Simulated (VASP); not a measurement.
# ZnSe: single point with PBE

ZnSe:

```xyz
2
Lattice="0.0000 2.9221 2.9221 2.9221 0.0000 2.9221 2.9221 2.9221 0.0000" Properties=species:S:1:pos:R:3 pbc="T T T"
Zn    0.0000    0.0000    0.0000
Se    1.4611    1.4611    1.4611
```

This cell differs from its parent crystal: volume scaled by 1.06.

- Program: VASP 6.6.1
- Task: single point
- Functional: PBE
- Potentials or basis: VASP PAW PBE potentials, release 64 (Zn, Se)
- Cutoff: 520 eV
- k mesh: 8 × 8 × 8
- Occupations: gaussian, width 0.02 eV
- Spin: no spin polarisation
- Dipole correction: no
- Further INCAR settings: ALGO = Normal; EDIFF = 1e-06; NBANDS = 16

```
Pressure               : -2.7 GPa
Band gap on the k mesh : 0.93 eV, direct
```

Levels at points of the mesh, in eV from the valence-band top:
```tsv
k point	band 6	band 7	band 8	band 9	band 10	band 11	band 12	band 13
(0.00, 0.00, 0.00)	-5.96	0.00	0.00	0.00	0.93	5.82	5.82	5.82
(0.50, 0.00, 0.00)	-5.83	-4.67	-0.74	-0.74	2.38	6.38	6.38	8.28
(0.50, 0.50, 0.00)	-5.81	-4.36	-1.87	-1.87	3.18	3.43	10.10	10.62
```

Wall time 36 s on 1 thread of AMD EPYC 7R13 (shared host), peak memory 0.15 GiB.
